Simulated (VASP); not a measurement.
# SbW (P6_3/mmc) in VASP: further runs

The runs below take SbW through single point, with PBE.

Everything below comes from runs of VASP 6.6.1. Logs are shortened: lines on timing, memory, paths and dates and some standing lists are left out, and cuts for length are marked.

### Step 1. The cell of the first run

Symmetry: P6_3/mmc, No. 194, hexagonal system. Conventional cell: a = 4.295 Å, b = 4.295 Å, c = 5.169 Å, α = 90.00°, β = 90.00°, γ = 120.00°. W (site symmetry -3m) has 2 W at 2.58 Å and 6 Sb at 2.80 Å within 3.4 Å. Within 3.7 Å of Sb (site symmetry -6m2) lie 6 W at 2.80 Å and 6 Sb at 3.58 Å.

### Step 2. Single point, PBE (20.64 Å³/atom)

INCAR

```
  PREC = Accurate
  ENCUT = 520
  EDIFF = 1E-6
  ISMEAR = 0
  SIGMA = 0.05
  LREAL = False
  LASPH = True
  NELM = 60
  ALGO = Normal
  ISIF = 2
  LWAVE = False
  LCHARG = False
  GGA = PE
  NBANDS = 27
```

KPOINTS

```
Automatic mesh
0
Gamma
  10 10 6
```

POSCAR

```
SbW
1.0
    4.2946997552      0.0000000000      0.0000000000
   -2.1473498776      3.7193190896      0.0000000000
    0.0000000000      0.0000000000      5.1685927943
W Sb
2 2
Direct
    0.0000000000      0.0000000000      0.0000000000
    0.0000000000      0.0000000000      0.5000000000
    0.3333333333      0.6666666667      0.2500000000
    0.6666666667      0.3333333333      0.7500000000
```

Potentials or basis: VASP PAW PBE potentials, release 64 (W_sv, Sb).

Command:

```console
$ cat potpaw_PBE.64/W_sv/POTCAR potpaw_PBE.64/Sb/POTCAR > POTCAR
$ mpirun -np 1 vasp_std > vasp.out
```

OUTCAR:

```text
PREC = Accurate
   ENCUT = 520
   EDIFF = 1E-6
   ISMEAR = 0
   LREAL = False
   LASPH = True
   NELM = 60
   ISIF = 2
   GGA = PE

 ion  position               nearest neighbor table
   1  0.000  0.000  0.000-   2 2.58   2 2.58   4 2.80   3 2.80   3 2.80   4 2.80   4 2.80   3 2.80

   2  0.000  0.000  0.500-   1 2.58   1 2.58   4 2.80   3 2.80   3 2.80   4 2.80   4 2.80   3 2.80

   3  0.333  0.667  0.250-   1 2.80   2 2.80   1 2.80   2 2.80   1 2.80   2 2.80   4 3.58   4 3.58
                             4 3.58   4 3.58   4 3.58   4 3.58
   4  0.667  0.333  0.750-   1 2.80   2 2.80   1 2.80   2 2.80   1 2.80   2 2.80   3 3.58   3 3.58
                             3 3.58   3 3.58   3 3.58   3 3.58

  LATTYP: Found a hexagonal cell.
 ALAT       =     4.2946997552
 C/A-ratio  =     1.2034817540

  Lattice vectors:

 A1 = (   4.2946997552,   0.0000000000,   0.0000000000)
 A2 = (  -2.1473498776,   3.7193190896,   0.0000000000)
 A3 = (   0.0000000000,   0.0000000000,   5.1685927943)

Analysis of symmetry for initial positions (statically):
=====================================================================
 Subroutine PRICEL returns:
 Original cell was already a primitive cell.

 Routine SETGRP: Setting up the symmetry group for a
 hexagonal supercell.

 Subroutine GETGRP returns: Found 24 space group operations
 (whereof 12 operations were pure point group operations)
 out of a pool of 24 trial point group operations.

The static configuration has the point symmetry D_3d.
 The point group associated with its full space group is D_6h.

Analysis of symmetry for dynamics (positions and initial velocities):
=====================================================================
 Subroutine PRICEL returns:
 Original cell was already a primitive cell.

 Routine SETGRP: Setting up the symmetry group for a
 hexagonal supercell.

 Subroutine GETGRP returns: Found 24 space group operations
 (whereof 12 operations were pure point group operations)
 out of a pool of 24 trial point group operations.

The dynamic configuration has the point symmetry D_3d.
 The point group associated with its full space group is D_6h.

 Subroutine INISYM returns: Found 24 space group operations
 (whereof 12 operations are pure point group operations),
 and found     1 'primitive' translations

----------------------------------------------------------------------------------------

                                     Primitive cell

  volume of cell :      82.5598

  direct lattice vectors                    reciprocal lattice vectors
     4.294699755  0.000000000  0.000000000     0.232845148  0.134433209  0.000000000
    -2.147349878  3.719319090  0.000000000     0.000000000  0.268866418  0.000000000
     0.000000000  0.000000000  5.168592794     0.000000000  0.000000000  0.193476259

  length of vectors
     4.294699755  4.294699755  5.168592794     0.268866418  0.268866418  0.193476259

  position of ions in fractional coordinates (direct lattice)
     0.000000000  0.000000000  0.000000000
     0.000000000  0.000000000  0.500000000
     0.333333333  0.666666667  0.250000000
     0.666666667  0.333333333  0.750000000

  ion indices of the primitive-cell ions
   primitive index   ion index
                 1           1
                 2           2
                 3           3
                 4           4

----------------------------------------------------------------------------------------

 KPOINTS: Automatic mesh

Automatic generation of k-mesh.
 Grid dimensions read from file:
 generate k-points for:   10   10    6

 Generating k-lattice:

  Cartesian coordinates                     Fractional coordinates (reciprocal lattice)
     0.023284515  0.013443321  0.000000000     0.100000000 -0.000000000  0.000000000
     0.000000000  0.026886642  0.000000000     0.000000000  0.100000000  0.000000000
     0.000000000  0.000000000  0.032246043     0.000000000  0.000000000  0.166666667

  Length of vectors
     0.026886642  0.026886642  0.032246043

  Shift w.r.t. Gamma in fractional coordinates (k-lattice)
     0.000000000  0.000000000  0.000000000

 Subroutine IBZKPT returns following result:
 ===========================================

 Found     56 irreducible k-points:

 Following reciprocal coordinates:
            Coordinates               Weight
  0.000000  0.000000  0.000000      1.000000
  0.100000  0.000000  0.000000      6.000000
  0.200000  0.000000  0.000000      6.000000
  0.300000  0.000000  0.000000      6.000000
  0.400000  0.000000  0.000000      6.000000
  0.500000  0.000000  0.000000      3.000000
[... 16 lines left out ...]
  0.300000  0.100000  0.166667     24.000000
  0.400000  0.100000  0.166667     24.000000
 [... further k-points ...]
   k-points           NKPTS =     56   k-points in BZ     NKDIM =     56   number of bands    NBANDS=     27
   number of dos      NEDOS =    301   number of ions     NIONS =      4
   total plane-waves  NPLWV =  40960
   dimension x,y,z NGX =    32 NGY =   32 NGZ =   40
   dimension x,y,z NGXF=    64 NGYF=   64 NGZF=   80
   ions per type =               2   2
   NGX,Y,Z   is equivalent  to a cutoff of  12.39, 12.39, 12.87 a.u.
   NGXF,Y,Z  is equivalent  to a cutoff of  24.77, 24.77, 25.73 a.u.
 SYSTEM =  unknown system
   PREC   = accura    normal or accurate (medium, high low for compatibility)
   ISTART =      0    job   : 0-new  1-cont  2-samecut
   ICHARG =      2    charge: 1-file 2-atom 10-const
   ISPIN  =      1    spin polarized calculation?
   LNONCOLLINEAR =      F non collinear calculations
   LSORBIT =      F    spin-orbit coupling
   LASPH  =      T    aspherical Exc in radial PAW
   ENCUT  =  520.0 eV  38.22 Ry    6.18 a.u.   7.99  7.99  9.61*2*pi/ulx,y,z
   NELM   =     60;   NELMIN=  2; NELMDL= -5     # of ELM steps
   EDIFF  = 0.1E-05   stopping-criterion for ELM
   LREAL  =      F    real-space projection
   EDIFFG = 0.1E-04   stopping-criterion for IOM
   NSW    =      0    number of steps for IOM
   IBRION =     -1    ionic relax: 0-MD 1-quasi-New 2-CG
   NFREE  =      0    steps in history (QN), initial steepest desc. (CG)
   ISIF   =      2    stress and relaxation
   ISYM   =      2    0-nonsym 1-usesym 2-fastsym
   POTIM  = 0.5000    time-step for ionic-motion
   TEBEG  =    0.0;   TEEND  =   0.0 temperature during run
   PSTRESS=    0.0 pullay stress
   NELECT =      38.0000    total number of electrons
   NUPDOWN=      -1.0000    fix difference up-down
   EMIN   =  10.00;   EMAX   =-10.00  energy-range for DOS
   EFERMI =   0.00;   METHOD = LEGACY
   ISMEAR =     0;   SIGMA  =   0.05  broadening in eV -4-tet -1-fermi 0-gaus
   EFERMI_NEDOS =   21; number of points for ismear=-14 and -15
   IALGO  =     38    algorithm
   IMIX   =      4    mixing-type and parameters
     AMIX     =   0.40;   BMIX     =  1.00
     AMIX_MAG =   1.60;   BMIX_MAG =  1.00
  volume/ion in A,a.u.               =      20.64       139.29
  Fermi-wavevector in a.u.,A,eV,Ry     =   1.263998  2.388611 21.737917  1.597692
  Thomas-Fermi vector in A             =   2.397326
   LORBIT       =      0    0 simple, 1 ext, 2 COOP (PROOUT), +10 PAW based schemes
   GGA     = PE    functional components
   LHFCALC =     F    Hartree Fock is set to
   AEXX    =    0.0000 exact exchange contribution
   IVDW    =     0    specifies the selected vdW correction
   LEPSILON=     F    determine dielectric tensor
   LRPA    =     F    only Hartree local field effects (RPA)
 non-spin polarized calculation
 Gauss-broadening in eV      SIGMA  =   0.05
  energy-cutoff  :      520.00
  volume of cell :       82.56
 maximum number of plane-waves:      2236
 NGX is ok and might be reduce to    32
   NGX = 15   NGY = 15   NGZ = 19

 number of electron      38.0000010 magnetization

 Free energy of the ion-electron system (eV)
  ---------------------------------------------------
  ext. energy  EPLUGINS =         0.00000000
  ---------------------------------------------------
  free energy    TOTEN  =       -31.60500440 eV

  energy without entropy =      -31.60120460  energy(sigma->0) =      -31.60310450

 E-fermi :   9.6391     XC(G=0): -11.5864

 val. band max:        9.6337931224   @ k =   0.1000   0.0000   0.0000
 cond. band min:       9.6394681562   @ k =   0.1000   0.1000   0.1667
 fundamental gap:      0.0056750338
 Fermi energy:         9.6390966115

 k-point     1 :       0.0000    0.0000    0.0000
  band No.  band energies     occupation
      1     -64.0444      2.00000
      2     -63.9241      2.00000
      3     -28.9995      2.00000
      4     -28.3653      2.00000
      5     -28.3653      2.00000
      6     -28.1874      2.00000
[... 19 lines left out ...]
     26      15.3574      0.00000
     27      15.3617      0.00000

 k-point     2 :       0.1000    0.0000    0.0000
  band No.  band energies     occupation
      1     -64.0444      2.00000
      2     -63.9241      2.00000
      3     -28.9991      2.00000
      4     -28.3672      2.00000
      5     -28.3658      2.00000
      6     -28.1884      2.00000
[... 19 lines left out ...]
     26      14.9894      0.00000
     27      15.9013      0.00000

 k-point     3 :       0.2000    0.0000    0.0000
  band No.  band energies     occupation
      1     -64.0443      2.00000
      2     -63.9241      2.00000
      3     -28.9981      2.00000
      4     -28.3720      2.00000
      5     -28.3671      2.00000
      6     -28.1911      2.00000
[... 19 lines left out ...]
     26      14.6861      0.00000
     27      14.8142      0.00000

 k-point     4 :       0.3000    0.0000    0.0000
  band No.  band energies     occupation
      1     -64.0442      2.00000
      2     -63.9240      2.00000
      3     -28.9969      2.00000
      4     -28.3780      2.00000
      5     -28.3688      2.00000
      6     -28.1945      2.00000
[... 19 lines left out ...]
     26      15.1635      0.00000
     27      15.1887      0.00000
[... 516 lines left out ...]
      4     -28.3635      2.00000
      5     -28.3568      2.00000
      6     -28.2055      2.00000
[... 19 lines left out ...]
     26      14.4284      0.00000
     27      15.6413      0.00000

 k-point    23 :       0.3000    0.1000    0.1667
  band No.  band energies     occupation
      1     -64.0362      2.00000
      2     -63.9321      2.00000
      3     -28.9051      2.00000
      4     -28.3684      2.00000
      5     -28.3585      2.00000
      6     -28.2085      2.00000
[... 19 lines left out ...]
     26      14.8073      0.00000
     27      15.9411      0.00000

 k-point    24 :       0.4000    0.1000    0.1667
  band No.  band energies     occupation
      1     -64.0361      2.00000
      2     -63.9320      2.00000
      3     -28.9044      2.00000
      4     -28.3714      2.00000
      5     -28.3595      2.00000
      6     -28.2103      2.00000
[... 19 lines left out ...]
     26      14.8685      0.00000
     27      16.2950      0.00000

 [... further k-points ...]
[... 5 lines left out ...]
  --------------------------------------------------------------------------------------
  -------------------------------------------------------------------------------------
  Total        4.5668273      4.5668273      4.7358481      0.0000000     -0.0000000      0.0000000
  in kB       88.6250728     88.6250728     91.9051359      0.0000000     -0.0000000      0.0000000
  external PRESSURE =      89.7184271 kB  Pullay stress =       0.0000000 kB

 VOLUME and BASIS-vectors are now :
 -----------------------------------------------------------------------------
  energy-cutoff  :      520.00
  volume of cell :       82.56
      direct lattice vectors                 reciprocal lattice vectors
     4.294699755  0.000000000  0.000000000     0.232845148  0.134433209  0.000000000
    -2.147349878  3.719319090  0.000000000     0.000000000  0.268866418  0.000000000
     0.000000000  0.000000000  5.168592794     0.000000000  0.000000000  0.193476259

 POSITION                                       TOTAL-FORCE (eV/Angst)
 -----------------------------------------------------------------------------------
      0.00000      0.00000      0.00000        -0.000000      0.000000     -0.000000
      0.00000      0.00000      2.58430        -0.000000      0.000000     -0.000000
     -0.00000      2.47955      1.29215         0.000000      0.000000     -0.000000
      2.14735      1.23977      3.87644        -0.000000      0.000000      0.000000
 -----------------------------------------------------------------------------------
    total drift:                                0.000000     -0.000000      0.000000

  FREE ENERGIE OF THE ION-ELECTRON SYSTEM (eV)
  ---------------------------------------------------
  free  energy   TOTEN  =       -31.6050044025 eV

  energy  without entropy=      -31.6012046030  energy(sigma->0) =      -31.60310450
```

Run time: 2.9 min. Hardware: 1 thread of Intel Xeon 8259CL, shared host; peak memory 0.26 GiB.

Results:

* Free energy: -31.6050 eV
* Pressure: 9.0 GPa
* Band gap on the k mesh: zero (bands 19 and 20 overlap by 1.55 eV)

Levels at points of the mesh, in eV from the Fermi level:
```
           k point  band 15  band 16  band 17  band 18  band 19  band 20  band 21  band 22  band 23  band 24
(0.00, 0.00, 0.00)    -2.36    -2.36    -0.26    -0.26     0.35     0.35     2.53     2.73     3.24     3.24
(0.50, 0.00, 0.00)    -2.61    -2.41    -1.95    -1.39    -0.73     0.62     0.73     2.55     2.91     3.24
(0.00, 0.00, 0.50)    -1.99    -1.99    -0.78    -0.78    -0.78    -0.78     0.34     0.34     4.96     4.96
(0.50, 0.00, 0.50)    -2.10    -2.10    -0.20    -0.20     0.00     0.00     0.07     0.07     2.69     2.69
```

Caveat: the cell stands under pressure; spin-orbit coupling is left out, which moves the levels of the heavy elements.

### Step 3. Single point, PBE (20.97 Å³/atom)

This run uses another cell than the first one, of 20.97 Å³/atom.

INCAR

```
PREC = Accurate ; ENCUT = 520
EDIFF = 1E-7 ; ISMEAR = 0
SIGMA = 0.05 ; LREAL = F
LASPH = T ; NELM = 100
ALGO = Normal ; ISIF = 2
LWAVE = F ; LCHARG = T
GGA = PE ; LELF = T
LVHAR = T ; NBANDS = 27
```

KPOINTS is that of step 2.

POSCAR

```
SbW
1.0
    4.3240249711      0.0000000000      0.0000000000
   -2.1620124856      3.7447154716      0.0000000000
    0.0000000000      0.0000000000      5.1796566317
W Sb
2 2
Direct
    0.0000000000      0.0000000000      0.0000000000
    0.0000000000      0.0000000000      0.5000000000
    0.3333333333      0.6666666667      0.2500000000
    0.6666666667      0.3333333333      0.7500000000
```

Potentials or basis: VASP PAW PBE potentials, release 64 (W_sv, Sb).

Command:

```console
$ cat potpaw_PBE.64/W_sv/POTCAR potpaw_PBE.64/Sb/POTCAR > POTCAR
$ mpirun -np 1 vasp_std > vasp.out
```

OUTCAR:

```text
PREC = Accurate
   ENCUT = 520
   EDIFF = 1E-7
   ISMEAR = 0
   LREAL = F
   LASPH = T
   NELM = 100
   ISIF = 2
   GGA = PE

 ion  position               nearest neighbor table
   1  0.000  0.000  0.000-   2 2.59   2 2.59   4 2.81   3 2.81   4 2.81   3 2.81   4 2.81   3 2.81

   2  0.000  0.000  0.500-   1 2.59   1 2.59   4 2.81   3 2.81   4 2.81   3 2.81   4 2.81   3 2.81

   3  0.333  0.667  0.250-   1 2.81   2 2.81   1 2.81   2 2.81   1 2.81   2 2.81   4 3.60   4 3.60
                             4 3.60   4 3.60   4 3.60   4 3.60
[... 918 lines left out ...]
     27      15.9470      0.00000

 [... further k-points ...]
[... 5 lines left out ...]
  --------------------------------------------------------------------------------------
  -------------------------------------------------------------------------------------
  Total        3.2423197      3.2423197      3.3985011     -0.0000000     -0.0000000      0.0000000
  in kB       61.9381788     61.9381788     64.9217193     -0.0000000     -0.0000000      0.0000000
  external PRESSURE =      62.9326923 kB  Pullay stress =       0.0000000 kB

 VOLUME and BASIS-vectors are now :
 -----------------------------------------------------------------------------
  energy-cutoff  :      520.00
  volume of cell :       83.87
      direct lattice vectors                 reciprocal lattice vectors
     4.324024971  0.000000000  0.000000000     0.231266009  0.133521493  0.000000000
    -2.162012486  3.744715472  0.000000000     0.000000000  0.267042986  0.000000000
     0.000000000  0.000000000  5.179656632     0.000000000  0.000000000  0.193062991

 POSITION                                       TOTAL-FORCE (eV/Angst)
 -----------------------------------------------------------------------------------
      0.00000      0.00000      0.00000         0.000000     -0.000000     -0.000000
      0.00000      0.00000      2.58983         0.000000     -0.000000     -0.000000
     -0.00000      2.49648      1.29491         0.000000     -0.000000      0.000000
      2.16201      1.24824      3.88474        -0.000000      0.000000     -0.000000
 -----------------------------------------------------------------------------------
    total drift:                                0.000000     -0.000000      0.000000

  FREE ENERGIE OF THE ION-ELECTRON SYSTEM (eV)
  ---------------------------------------------------
  free  energy   TOTEN  =       -31.6670453314 eV

  energy  without entropy=      -31.6636327568  energy(sigma->0) =      -31.66533904
```

Wall time 3.2 min (1 thread of Intel Xeon 8259CL, shared host); peak memory 0.26 GiB.

Results:

| Quantity | Value |
| --- | --- |
| Free energy | -31.6670 eV |
| Pressure | 6.3 GPa |
| Band gap on the k mesh | zero (bands 19 and 20 overlap by 1.50 eV) |

Stress tensor (GPa, compression positive):
```
6.19 0.00 0.00
0.00 6.19 0.00
0.00 0.00 6.49
```

Caveat: the cell stands under pressure; spin-orbit coupling is left out, which moves the levels of the heavy elements.

The gap in the log of VASP goes by the Fermi energy; the results here count the filled bands.